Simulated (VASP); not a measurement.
Sr2BN: single point with PBE

Sr2BN:

```
CELL_PARAMETERS angstrom
3.88617 0.00000 0.00000
-1.94309 3.36553 0.00000
0.00000 0.00000 6.69045
ATOMIC_POSITIONS crystal
Sr 0.33333 0.66667 0.79369
Sr 0.66667 0.33333 0.20631
B 0.00000 0.00000 0.50000
N 0.00000 0.00000 0.00000
```

```json
{"Program": "VASP 6.6.1", "Task": "single point", "Functional": "PBE", "Potentials or basis": "VASP PAW PBE potentials, release 64 (Sr_sv, B, N)", "Cutoff": "520 eV", "k mesh": "6 × 6 × 4", "Occupations": "gaussian, width 0.1 eV", "Spin": "collinear spin, ferromagnetic start", "Starting moments": "[0.0, 0.0, 0.0, 1.0] μB"}
```

* Pressure: 0.2 GPa
* Largest force: 0.010 eV/Å
* Net moment: 0.22 μB per cell
* Site moments: Sr +0.01; B +0.11; N -0.06 μB
* Valence electrons inside the program's atomic spheres: Sr 8.08; B 1.48; N 3.55

Forces on the atoms (eV/Å):
```
Sr   0.000  0.000 -0.010
Sr   0.000  0.000  0.010
B    0.000  0.000  0.000
N    0.000  0.000  0.000
```

Stress tensor (GPa, compression positive):
```
0.16 0.00 0.00
0.00 0.16 0.00
0.00 0.00 0.39
```

Levels at points of the mesh, in eV from the Fermi level:
Spin up:
```csv
k point,band 12,band 13,band 14,band 15,band 16,band 17
"(0.00, 0.00, 0.00)",-0.86,-0.86,1.15,1.41,1.41,3.35
"(0.50, 0.00, 0.00)",-1.22,-0.82,-0.81,0.92,1.01,1.89
"(0.00, 0.00, 0.50)",-0.94,-0.87,-0.87,1.20,1.20,4.42
"(0.50, 0.00, 0.50)",-1.40,-0.73,-0.71,-0.37,0.81,2.86
```
Spin down:
```csv
k point,band 12,band 13,band 14,band 15,band 16,band 17
"(0.00, 0.00, 0.00)",-0.90,-0.90,1.41,1.51,1.51,3.38
"(0.50, 0.00, 0.00)",-1.15,-0.85,-0.84,0.99,1.33,1.93
"(0.00, 0.00, 0.50)",-0.91,-0.91,-0.49,1.31,1.31,4.38
"(0.50, 0.00, 0.50)",-1.35,-0.92,-0.76,0.17,0.90,2.93
```

It took 60 s on 1 thread of AMD EPYC 9R45 96-Core Processor (Zen 5), with other jobs on the host, peak memory 0.25 GiB.

Caveat: a moment this small can come from the mesh or the smearing.
